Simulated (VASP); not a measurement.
# LiCl in VASP: settings compared

Aim: see how the results for LiCl move with the level of theory and the settings. Levels: PBE, r2SCAN. Tasks: single point.

All numbers are computed with VASP 6.6.1; they aren't measurements. Logs are shortened: lines on timing, memory, paths and dates and some standing lists are left out, and cuts for length are marked.

## (1) The cell of the first run

Symmetry: Fm-3m, No. 225, cubic system. The conventional cell has a = 5.371 Å, b = 5.371 Å, c = 5.371 Å, α = 90.00°, β = 90.00°, γ = 90.00°. Li (site symmetry m-3m) has 6 Cl at 2.69 Å within 3.5 Å. Within 3.5 Å of Cl (site symmetry m-3m) lie 6 Li at 2.69 Å.

## (2) Single point, PBE (strain +5.1%)

Contents of INCAR:

```
ALGO = Normal
EDIFF = 1E-6
ENCUT = 520
GGA = PE
ISIF = 2
ISMEAR = -1
LASPH = T
LCHARG = T
LELF = T
LREAL = F
LVHAR = T
LWAVE = F
NBANDS = 12
NELM = 80
PREC = Accurate
SIGMA = 0.02
```

Contents of KPOINTS:

```
k-points
0
Gamma
  8 8 8
```

Contents of POSCAR:

```
LiCl
1.0
    0.0000000000      2.6856280681      2.6856280681
    2.6856280681      0.0000000000      2.6856280681
    2.6856280681      2.6856280681      0.0000000000
Li Cl
1 1
Direct
    0.0000000000      0.0000000000      0.0000000000
    0.5000000000      0.5000000000      0.5000000000
```

Potentials or basis: VASP PAW PBE potentials, release 64 (Li_sv, Cl).

Started as:

```
$ cat potpaw_PBE.64/Li_sv/POTCAR potpaw_PBE.64/Cl/POTCAR > POTCAR
$ mpirun -np 1 vasp_std > vasp.out
```

OUTCAR:

```text
EDIFF = 1E-6
   ENCUT = 520
   GGA = PE
   ISIF = 2
   ISMEAR = -1
   LASPH = T
   LREAL = F
   NELM = 80
   PREC = Accurate

 ion  position               nearest neighbor table
   1  0.000  0.000  0.000-
   2  0.500  0.500  0.500-

  LATTYP: Found a face centered cubic cell.
 ALAT       =     5.3712561362

  Lattice vectors:

 A1 = (   0.0000000000,   2.6856280681,   2.6856280681)
 A2 = (   2.6856280681,   0.0000000000,   2.6856280681)
 A3 = (   2.6856280681,   2.6856280681,   0.0000000000)

Analysis of symmetry for initial positions (statically):
=====================================================================
 Subroutine PRICEL returns:
 Original cell was already a primitive cell.

 Routine SETGRP: Setting up the symmetry group for a
 face centered cubic supercell.

 Subroutine GETGRP returns: Found 48 space group operations
 (whereof 48 operations were pure point group operations)
 out of a pool of 48 trial point group operations.

The static configuration has the point symmetry O_h .

Analysis of symmetry for dynamics (positions and initial velocities):
=====================================================================
 Subroutine PRICEL returns:
 Original cell was already a primitive cell.

 Routine SETGRP: Setting up the symmetry group for a
 face centered cubic supercell.

 Subroutine GETGRP returns: Found 48 space group operations
 (whereof 48 operations were pure point group operations)
 out of a pool of 48 trial point group operations.

The dynamic configuration has the point symmetry O_h .

 Subroutine INISYM returns: Found 48 space group operations
 (whereof 48 operations are pure point group operations),
 and found     1 'primitive' translations

----------------------------------------------------------------------------------------

                                     Primitive cell

  volume of cell :      38.7407

  direct lattice vectors                    reciprocal lattice vectors
     0.000000000  2.685628068  2.685628068    -0.186176189  0.186176189  0.186176189
     2.685628068  0.000000000  2.685628068     0.186176189 -0.186176189  0.186176189
     2.685628068  2.685628068  0.000000000     0.186176189  0.186176189 -0.186176189

  length of vectors
     3.798051637  3.798051637  3.798051637     0.322466619  0.322466619  0.322466619

  position of ions in fractional coordinates (direct lattice)
     0.000000000  0.000000000  0.000000000
     0.500000000  0.500000000  0.500000000

  ion indices of the primitive-cell ions
   primitive index   ion index
                 1           1
                 2           2

----------------------------------------------------------------------------------------

 KPOINTS: k-points

Automatic generation of k-mesh.
 Grid dimensions read from file:
 generate k-points for:    8    8    8

 Generating k-lattice:

  Cartesian coordinates                     Fractional coordinates (reciprocal lattice)
    -0.023272024  0.023272024  0.023272024     0.125000000  0.000000000  0.000000000
     0.023272024 -0.023272024  0.023272024     0.000000000  0.125000000  0.000000000
     0.023272024  0.023272024 -0.023272024     0.000000000  0.000000000  0.125000000

  Length of vectors
     0.040308327  0.040308327  0.040308327

  Shift w.r.t. Gamma in fractional coordinates (k-lattice)
     0.000000000  0.000000000  0.000000000

 Subroutine IBZKPT returns following result:
 ===========================================

 Found     29 irreducible k-points:

 Following reciprocal coordinates:
            Coordinates               Weight
  0.000000  0.000000  0.000000      1.000000
  0.125000  0.000000  0.000000      8.000000
  0.250000  0.000000  0.000000      8.000000
  0.375000  0.000000  0.000000      8.000000
  0.500000  0.000000  0.000000      4.000000
  0.125000  0.125000  0.000000      6.000000
[... 16 lines left out ...]
  0.500000  0.250000  0.125000     48.000000
 -0.375000  0.250000  0.125000     24.000000
 [... further k-points ...]
   k-points           NKPTS =     29   k-points in BZ     NKDIM =     29   number of bands    NBANDS=     12
   number of dos      NEDOS =    301   number of ions     NIONS =      2
   total plane-waves  NPLWV =  21952
   dimension x,y,z NGX =    28 NGY =   28 NGZ =   28
   dimension x,y,z NGXF=    56 NGYF=   56 NGZF=   56
   ions per type =               1   1
   NGX,Y,Z   is equivalent  to a cutoff of  12.26, 12.26, 12.26 a.u.
   NGXF,Y,Z  is equivalent  to a cutoff of  24.51, 24.51, 24.51 a.u.
 SYSTEM =  unknown system
   PREC   = accura    normal or accurate (medium, high low for compatibility)
   ISTART =      0    job   : 0-new  1-cont  2-samecut
   ICHARG =      2    charge: 1-file 2-atom 10-const
   ISPIN  =      1    spin polarized calculation?
   LNONCOLLINEAR =      F non collinear calculations
   LSORBIT =      F    spin-orbit coupling
   LASPH  =      T    aspherical Exc in radial PAW
   ENCUT  =  520.0 eV  38.22 Ry    6.18 a.u.   7.06  7.06  7.06*2*pi/ulx,y,z
   NELM   =     80;   NELMIN=  2; NELMDL= -5     # of ELM steps
   EDIFF  = 0.1E-05   stopping-criterion for ELM
   LREAL  =      F    real-space projection
   EDIFFG = 0.1E-04   stopping-criterion for IOM
   NSW    =      0    number of steps for IOM
   IBRION =     -1    ionic relax: 0-MD 1-quasi-New 2-CG
   NFREE  =      0    steps in history (QN), initial steepest desc. (CG)
   ISIF   =      2    stress and relaxation
   ISYM   =      2    0-nonsym 1-usesym 2-fastsym
   POTIM  = 0.5000    time-step for ionic-motion
   TEBEG  =    0.0;   TEEND  =   0.0 temperature during run
   PSTRESS=    0.0 pullay stress
   NELECT =      10.0000    total number of electrons
   NUPDOWN=      -1.0000    fix difference up-down
   EMIN   =  10.00;   EMAX   =-10.00  energy-range for DOS
   EFERMI =   0.00;   METHOD = LEGACY
   ISMEAR =    -1;   SIGMA  =   0.02  broadening in eV -4-tet -1-fermi 0-gaus
   EFERMI_NEDOS =   21; number of points for ismear=-14 and -15
   IALGO  =     38    algorithm
   IMIX   =      4    mixing-type and parameters
     AMIX     =   0.40;   BMIX     =  1.00
     AMIX_MAG =   1.60;   BMIX_MAG =  1.00
  volume/ion in A,a.u.               =      19.37       130.72
  Fermi-wavevector in a.u.,A,eV,Ry     =   1.042363  1.969780 14.783009  1.086521
  Thomas-Fermi vector in A             =   2.177025
   LORBIT       =      0    0 simple, 1 ext, 2 COOP (PROOUT), +10 PAW based schemes
   GGA     = PE    functional components
[... 5 lines left out ...]
 non-spin polarized calculation
  energy-cutoff  :      520.00
  volume of cell :       38.74
 maximum number of plane-waves:      1056
   NGX = 15   NGY = 15   NGZ = 15

 number of electron      10.0000000 magnetization

 number of electron       9.9999988 magnetization

 Free energy of the ion-electron system (eV)
  ---------------------------------------------------
  ext. energy  EPLUGINS =         0.00000000
  ---------------------------------------------------
  free energy    TOTEN  =        -7.33703959 eV

  energy without entropy =       -7.33703959  energy(sigma->0) =       -7.33703959

 E-fermi :   0.2120     XC(G=0):  -8.1485

 val. band max:       -0.3684686769   @ k =   0.0000   0.0000   0.0000
 cond. band min:       5.2563198639   @ k =   0.0000   0.0000   0.0000
 fundamental gap:      5.6247885408
 Fermi energy:         0.2120120687

 k-point     1 :       0.0000    0.0000    0.0000
  band No.  band energies     occupation
      1     -44.1797      2.00000
      2     -13.3349      2.00000
      3      -0.3685      2.00000
      4      -0.3685      2.00000
      5      -0.3685      2.00000
      6       5.2563      0.00000
      7      11.4231      0.00000
      8      11.4231      0.00000
      9      11.4231      0.00000
     10      13.3219      0.00000
     11      13.3219      0.00000
     12      13.3219      0.00000

 k-point     2 :       0.1250    0.0000    0.0000
  band No.  band energies     occupation
      1     -44.1795      2.00000
      2     -13.2797      2.00000
      3      -0.8015      2.00000
      4      -0.4003      2.00000
      5      -0.4003      2.00000
      6       5.7004      0.00000
      7      10.5695      0.00000
      8      11.2144      0.00000
      9      11.2144      0.00000
     10      12.3676      0.00000
     11      12.3676      0.00000
     12      13.7967      0.00000

 k-point     3 :       0.2500    0.0000    0.0000
  band No.  band energies     occupation
      1     -44.1791      2.00000
      2     -13.1407      2.00000
      3      -1.6662      2.00000
      4      -0.4739      2.00000
      5      -0.4739      2.00000
      6       6.3244      0.00000
      7      10.0489      0.00000
      8      10.1035      0.00000
      9      10.1035      0.00000
     10      13.2202      0.00000
     11      13.2202      0.00000
     12      14.3087      0.00000
[... 286 lines left out ...]
 k-point    23 :       0.5000    0.2500    0.1250
  band No.  band energies     occupation
      1     -44.1784      2.00000
      2     -12.9042      2.00000
      3      -2.2491      2.00000
      4      -1.3139      2.00000
      5      -0.7514      2.00000
      6       7.6147      0.00000
      7       8.7666      0.00000
      8       9.6105      0.00000
      9      10.3514      0.00000
     10      13.4027      0.00000
     11      16.3365      0.00000
     12      16.5800      0.00000

 k-point    24 :      -0.3750    0.2500    0.1250
  band No.  band energies     occupation
      1     -44.1782      2.00000
      2     -12.8504      2.00000
      3      -2.4261      2.00000
      4      -1.3921      2.00000
      5      -0.8219      2.00000
      6       7.5321      0.00000
      7       8.6976      0.00000
      8       9.8410      0.00000
      9      10.4857      0.00000
     10      14.4981      0.00000
     11      14.8844      0.00000
     12      16.9802      0.00000

 [... further k-points ...]
[... 5 lines left out ...]
  --------------------------------------------------------------------------------------
  -------------------------------------------------------------------------------------
  Total       -0.7559787     -0.7559787     -0.7559787     -0.0000000      0.0000000     -0.0000000
  in kB      -31.2645778    -31.2645778    -31.2645778     -0.0000000      0.0000000     -0.0000000
  external PRESSURE =     -31.2645778 kB  Pullay stress =       0.0000000 kB

 VOLUME and BASIS-vectors are now :
 -----------------------------------------------------------------------------
  energy-cutoff  :      520.00
  volume of cell :       38.74
      direct lattice vectors                 reciprocal lattice vectors
     0.000000000  2.685628068  2.685628068    -0.186176189  0.186176189  0.186176189
     2.685628068  0.000000000  2.685628068     0.186176189 -0.186176189  0.186176189
     2.685628068  2.685628068  0.000000000     0.186176189  0.186176189 -0.186176189

 POSITION                                       TOTAL-FORCE (eV/Angst)
 -----------------------------------------------------------------------------------
      0.00000      0.00000      0.00000         0.000000     -0.000000      0.000000
      2.68563      2.68563      2.68563        -0.000000      0.000000     -0.000000
 -----------------------------------------------------------------------------------
    total drift:                                0.000000      0.000000      0.000000

  FREE ENERGIE OF THE ION-ELECTRON SYSTEM (eV)
  ---------------------------------------------------
  free  energy   TOTEN  =        -7.3370395891 eV

  energy  without entropy=       -7.3370395891  energy(sigma->0) =       -7.33703959
```

It took 8.6 s on 1 thread of Intel Xeon Platinum 8488C (Sapphire Rapids), shared host; peak memory 0.15 GiB.

What came out:

```yaml
Free_energy: -7.3370 eV
Band_gap_on_the_k_mesh: 5.62 eV, direct
```

Caveat: the cell differs from its parent crystal (strain +5.1%); the cutoff is under 1.25 times the usual one of these potentials, so pressure, stress and relaxed cells hold a basis-set (Pulay) error. A k mesh can miss the band edges.

(Continued in part 2 of 2.)
